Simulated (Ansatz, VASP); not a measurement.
**Two plane-wave programs on BiB**

```
CELL_PARAMETERS angstrom
0.00000 2.74487 2.74487
2.74487 0.00000 2.74487
2.74487 2.74487 0.00000
ATOMIC_POSITIONS crystal
B 0.00000 0.00000 0.00000
Bi 0.25000 0.25000 0.25000
```

Alike in both runs: task single point; functional PBEsol; k mesh 6 × 6 × 6; occupations fermi-dirac, width 0.5 eV; no spin polarisation.

|  | VASP | Ansatz |
| --- | --- | --- |
| version | VASP 6.6.1 | Ansatz 0.2.0 |
| potentials or method | VASP PAW PBE potentials, release 64 (B, Bi_d) | plane waves |
| plane-wave cutoff (eV) | 520 | 420 |
| valence electrons in the cell | 18 | 18 |

|  | VASP | Ansatz | Ansatz less VASP |
| --- | --- | --- | --- |
| pressure (GPa) | -0.3 | -0.3 | +0.03 |

VASP's potentials were made for PBE, not for PBEsol.

Neither program's run includes spin-orbit coupling.
